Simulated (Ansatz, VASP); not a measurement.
**BiMo: VASP beside Ansatz**

File INCAR:

```
SYSTEM = BiMo
PREC = Accurate ; ENCUT = 520
EDIFF = 1E-6 ; ISMEAR = -1
SIGMA = 0.005 ; LREAL = .False.
LASPH = .True. ; NELM = 80
ALGO = Normal ; ISIF = 2
LWAVE = .False. ; LCHARG = .False.
GGA = PS ; NBANDS = 22
```

KPOINTS

```
regular mesh
0
Gamma
  15 15 15
  0 0 0
```

Contents of POSCAR:

```
BiMo
1.0
    0.0000000000      2.8444813037      2.8444813037
    2.8444813037      0.0000000000      2.8444813037
    2.8444813037      2.8444813037      0.0000000000
Mo Bi
1 1
Direct
    0.0000000000      0.0000000000      0.0000000000
    0.5000000000      0.5000000000      0.5000000000
```

Input for Ansatz:

```yaml
crystal:
  lattice:
    - [0.0, 2.8444813037, 2.8444813037]
    - [2.8444813037, 0.0, 2.8444813037]
    - [2.8444813037, 2.8444813037, 0.0]
  atoms:
    - { symbol: Mo, position: [0.0, 0.0, 0.0] }
    - { symbol: Bi, position: [0.5, 0.5, 0.5] }
kpoints:
  mp_grid: { grid: [15, 15, 15] }
  band_path:
    path:
      - [0.0, 0.0, 0.0]
      - [0.5, 0.0, 0.5]
      - [0.625, 0.25, 0.625]
      - [0.375, 0.375, 0.75]
      - [0.0, 0.0, 0.0]
      - [0.5, 0.5, 0.5]
      - [0.5, 0.25, 0.75]
      - [0.5, 0.0, 0.5]
    npoints: 5
scf:
  occupations: { method: fermi_dirac, width: 0.005 }
hamiltonian:
  xc: pbesol
  pseudopotentials: { kind: all_electron, lapw: { basis_error: 0.00025 } }
output:
  forces: true
  stress: true
  eigenvalues: true
```

Alike in both runs: task single point; functional PBEsol; k mesh 15 × 15 × 15; occupations fermi-dirac, width 0.005 eV; no spin polarisation.

```csv
,VASP,Ansatz
version,VASP 6.6.1,Ansatz 0.2.0
potentials or method,"VASP PAW PBE potentials, release 64 (Mo_sv, Bi_d), cutoff 520 eV","all-electron LAPW, scalar-relativistic"
```

```tsv
	VASP	Ansatz	Ansatz less VASP
gap on the k mesh at the Fermi level (eV)	none	none	-
pressure (GPa)	-4.7	-4.7	-0.08
```

VASP's potentials were made for PBE, not for PBEsol. A gap of «none» marks a metal or a gap that the smearing closes. Ansatz ran all-electron here, and VASP with PAW potentials.

Spin-orbit coupling is off throughout.
